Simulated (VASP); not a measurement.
The system is P.

```xyz
6
Lattice="3.5175 0.0000 0.0000 0.0000 5.4832 0.0000 0.0000 0.0000 5.1074" Properties=species:S:1:pos:R:3 pbc="T T T"
P     2.6381    1.6703    0.6109
P     0.8794    3.8129    4.4965
P     0.8794    1.6703    4.4965
P     2.6381    3.8129    0.6109
P     0.8794    0.0000    3.1611
P     2.6381    0.0000    1.9462
```

The cell was generated, and may not be a known phase.

```yaml
Program: VASP 6.6.1
Task: relaxation of cell and atoms
Functional: PBE
Potentials_or_basis: VASP PAW PBE potentials, release 64 (P)
Cutoff: 500 eV
k_mesh: 6 × 4 × 4
Occupations: gaussian, width 0.1 eV
Spin: no spin polarisation
```

At the start: pressure 22.9 GPa; volume 16.42 Å³/atom.

Question: How do energy, volume and symmetry change on relaxing?

Answer: Over 46 steps the energy falls by 790.4 meV/atom and the volume is 18.75 Å³/atom (+14.2 %); space group Pmma (No. 51, to 0.1 Å) before and after.

The path:
| step | energy change (eV) | largest force (eV/Å) | pressure (GPa) | volume (Å³) |
| --- | --- | --- | --- | --- |
| 1 | 0.0000 | 0.3389 | 22.90 | 98.51 |
| 3 | -2.3119 | 0.4653 | -0.87 | 133.03 |
| 5 | -2.8154 | 1.9448 | 2.15 | 128.57 |
| 7 | -2.8820 | 1.6876 | 1.33 | 129.29 |
| 9 | -3.2033 | 2.5702 | 3.75 | 128.17 |
| 11 | -3.2514 | 2.8577 | 5.06 | 127.54 |
| 13 | -3.6061 | 1.6321 | 1.65 | 130.76 |
| 15 | -3.6862 | 1.5062 | 1.11 | 130.85 |
| 17 | -3.8351 | 0.4988 | -1.88 | 132.44 |
| 19 | -3.9393 | 0.4896 | -1.31 | 128.42 |
| 21 | -4.0678 | 0.3740 | 3.56 | 111.31 |
| 23 | -4.1422 | 0.4503 | 1.51 | 115.85 |
| 25 | -4.3511 | 0.1848 | 2.66 | 109.27 |
| 27 | -4.5922 | 0.3606 | -1.02 | 115.18 |
| 29 | -4.6179 | 0.3725 | -2.26 | 117.32 |
| 31 | -4.6525 | 0.4144 | -0.77 | 115.89 |
| 33 | -4.6983 | 0.1403 | 1.32 | 112.03 |
| 35 | -4.7114 | 0.1623 | 0.07 | 113.05 |
| 37 | -4.7292 | 0.1095 | -0.69 | 114.50 |
| 39 | -4.7350 | 0.1863 | 0.15 | 113.39 |
| 41 | -4.7401 | 0.0721 | 0.14 | 112.80 |
| 43 | -4.7414 | 0.0333 | -0.22 | 113.02 |
| 45 | -4.7420 | 0.0456 | -0.07 | 112.76 |
| 46 | -4.7423 | 0.0336 | -0.01 | 112.53 |

Final structure:
```yaml
crystal:
  lattice:
    - [3.35983, 0.00000, 0.00000]
    - [0.00000, 8.36825, 0.00000]
    - [0.00000, 0.00000, 4.00231]
  atoms:
    - { symbol: P, position: [0.75000, 0.28486, 0.17888] }
    - { symbol: P, position: [0.25000, 0.71514, 0.82112] }
    - { symbol: P, position: [0.25000, 0.28486, 0.82112] }
    - { symbol: P, position: [0.75000, 0.71514, 0.17888] }
    - { symbol: P, position: [0.25000, 0.00000, 0.69268] }
    - { symbol: P, position: [0.75000, 0.00000, 0.30732] }
```

Caveat: a cell axis changed by over 15 % at a fixed basis, so the end point is rough; this functional lacks dispersion, which binds layers or chains, so the pressure and a relaxed spacing across them are unreliable.
